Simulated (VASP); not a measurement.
The system is GaS5.

```
Ga S
1.0
     3.28332   -4.47136    0.00000
     3.28332    4.47136    0.00000
     0.00000    0.00000    5.49704
Ga S
1 5
Cartesian
  0.0000 0.0000 0.0000
  1.6417 2.2357 2.7485
  1.6417 -2.2357 2.7485
  1.6417 2.2357 0.0000
  1.6417 -2.2357 0.0000
  0.0000 0.0000 2.7485
```

The cell was generated, and may not be a known phase.

| Property | Result |
| --- | --- |
| Program | VASP 6.6.1 |
| Task | relaxation of cell and atoms |
| Functional | PBE |
| Potentials or basis | VASP PAW PBE potentials, release 64 (Ga_d, S) |
| Cutoff | 600 eV |
| k mesh | 3 × 3 × 3 |
| Occupations | gaussian, width 0.2 eV |
| Spin | no spin polarisation |

At the start: pressure -9.1 GPa; volume 26.90 Å³/atom.

Task: Where does the relaxation end?

Result: Over 24 steps the energy falls by 499.4 meV/atom and the volume is 23.06 Å³/atom (-14.3 %); space group Cmmm (No. 65, to 0.1 Å) before and after.

The path:
| step | energy change (eV) | largest force (eV/Å) | pressure (GPa) | volume (Å³) |
| --- | --- | --- | --- | --- |
| 1 | 0.0000 | 0.0000 | -9.12 | 161.40 |
| 2 | -2.2478 | 0.0000 | -2.88 | 127.90 |
| 3 | -2.4842 | 0.0000 | 2.28 | 119.04 |
| 4 | -2.6027 | 0.0000 | 6.54 | 119.39 |
| 5 | -2.6333 | 0.0000 | 4.68 | 119.33 |
| 6 | -2.7971 | 0.0000 | 0.00 | 129.66 |
| 7 | -2.8026 | 0.0000 | -1.03 | 132.67 |
| 8 | -2.8549 | 0.0000 | -0.04 | 136.46 |
| 9 | -2.8549 | 0.0000 | -0.05 | 136.40 |
| 10 | -2.8701 | 0.0000 | 0.09 | 136.78 |
| 11 | -2.9157 | 0.0000 | 0.53 | 137.80 |
| 12 | -2.9272 | 0.0000 | 1.66 | 139.32 |
| 13 | -2.9383 | 0.0000 | 1.16 | 138.78 |
| 14 | -2.9423 | 0.0000 | 1.06 | 139.00 |
| 15 | -2.9528 | 0.0000 | 0.80 | 139.62 |
| 16 | -2.9680 | 0.0000 | 0.30 | 140.85 |
| 17 | -2.9770 | 0.0000 | -0.64 | 143.15 |
| 18 | -2.9773 | 0.0000 | -0.40 | 142.58 |
| 19 | -2.9807 | 0.0000 | -0.46 | 142.29 |
| 20 | -2.9882 | 0.0000 | -0.59 | 141.42 |
| 21 | -2.9911 | 0.0000 | -0.81 | 139.66 |
| 22 | -2.9919 | 0.0000 | -0.77 | 140.23 |
| 23 | -2.9954 | 0.0000 | -0.33 | 139.05 |
| 24 | -2.9963 | 0.0000 | -0.10 | 138.34 |

Final structure:
```yaml
crystal:
  lattice:
    - [3.86205, -4.04535, 0.00000]
    - [3.86205, 4.04535, 0.00000]
    - [0.00000, 0.00000, 4.42728]
  atoms:
    - { symbol: Ga, position: [0.00000, 0.00000, 0.00000] }
    - { symbol: S, position: [0.00000, 0.50000, 0.50000] }
    - { symbol: S, position: [0.50000, 0.00000, 0.50000] }
    - { symbol: S, position: [0.00000, 0.50000, 0.00000] }
    - { symbol: S, position: [0.50000, 0.00000, 0.00000] }
    - { symbol: S, position: [0.00000, 0.00000, 0.50000] }
```

Caveat: the k points lie up to 0.47 Å⁻¹ apart in the final cell, too coarse for converged energies and pressures of a metal; a cell axis changed by over 15 % at a fixed basis, so the end point is rough.
